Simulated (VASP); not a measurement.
Crystal: Pt.

```
CELL_PARAMETERS angstrom
0.00000 1.92914 1.92914
1.92914 0.00000 1.92914
1.92914 1.92914 0.00000
ATOMIC_POSITIONS crystal
Pt 0.00000 0.00000 0.00000
```

Base run:

```yaml
Program: VASP 6.6.1
Functional: PBEsol
Potentials_or_basis: VASP PAW PBE potentials, release 64 (Pt)
Cutoff: 520 eV
k_mesh: 22 × 22 × 22
Occupations: gaussian, width 0.15 eV
Spin: collinear spin
Starting_moments: "[0.5] μB"
Fixed_moment: 0.5 μB
```

Its results: pressure 16.1 GPa; site moments Pt +0.49 μB.

Question: The run is repeated on the same cell with these changes: fixed moment from 0.5 μB to 0.15 μB; moments at the start from [0.5] to [0.15]. What comes out?

Answer: Pressure 14.8 GPa; site moments Pt +0.15 μB.

Caveats: the cell stands under pressure; the PAW data sets were made with another functional, which shifts forces and pressure a little; the total moment is fixed, so each spin has its own Fermi level and the state may be an excited one.
